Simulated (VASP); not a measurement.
Wanted: the native input for a VASP 6.6.1 run.

| Quantity | Value |
| --- | --- |
| Task | relaxation of cell and atoms |
| Functional | PBE |
| Potentials or basis | VASP PAW PBE potentials, release 64 (Br, K_sv) |
| Cutoff | 600 eV |
| k mesh | 7 × 7 × 7 |
| Occupations | fermi-dirac, width 0.05 eV |
| Spin | no spin polarisation |
| Dipole correction | no |
| Further INCAR settings | ALGO = Normal; EDIFF = 1e-06; IBRION = 2; EDIFFG = -0.01; NSW = 60; ISIF = 3 |

The structure of KBr lies in POSCAR:

```
KBr
1.0
    0.0000000000      3.3000000000      3.3000000000
    3.3000000000      0.0000000000      3.3000000000
    3.3000000000      3.3000000000      0.0000000000
Br K
1 1
Direct
    0.5000000000      0.5000000000      0.5000000000
    0.0000000000      0.0000000000      0.0000000000
```

One way to write it, as run:

INCAR

```
SYSTEM = KBr
PREC = Accurate
ENCUT = 600
EDIFF = 1E-6
ISMEAR = -1
SIGMA = 0.05
LREAL = .FALSE.
LASPH = .TRUE.
NELM = 60
ALGO = Normal
ISIF = 3
LWAVE = .FALSE.
LCHARG = .FALSE.
GGA = PE
IBRION = 2
NSW = 60
EDIFFG = -0.01
```

KPOINTS

```
Automatic mesh
0
G
  7 7 7
  0 0 0
```

Potentials or basis: VASP PAW PBE potentials, release 64 (Br, K_sv).

Launch:

```sh
$ cat potpaw_PBE.64/Br/POTCAR potpaw_PBE.64/K_sv/POTCAR > POTCAR
$ mpirun -np 1 vasp_std > vasp.out
```

Results of the run:

- Relaxed volume: 37.65 Å³/atom
- Relaxed cell: a = 4.740 Å, b = 4.740 Å, c = 4.740 Å, α = 60.00°, β = 60.00°, γ = 60.00°
- Space group after relaxing (to 0.1 Å): Fm-3m (No. 225)
- Energy gained by relaxing: 4.2 meV/atom
- Ionic steps: 3
- Pressure after relaxing: 0.0 GPa
- Band gap on the k mesh: 4.31 eV

Caveat: an odd mesh through Γ misses points on the zone boundary, where band edges can lie.

It took 2 min on 1 thread of AMD EPYC 7R13 (shared host), peak memory 0.22 GiB.
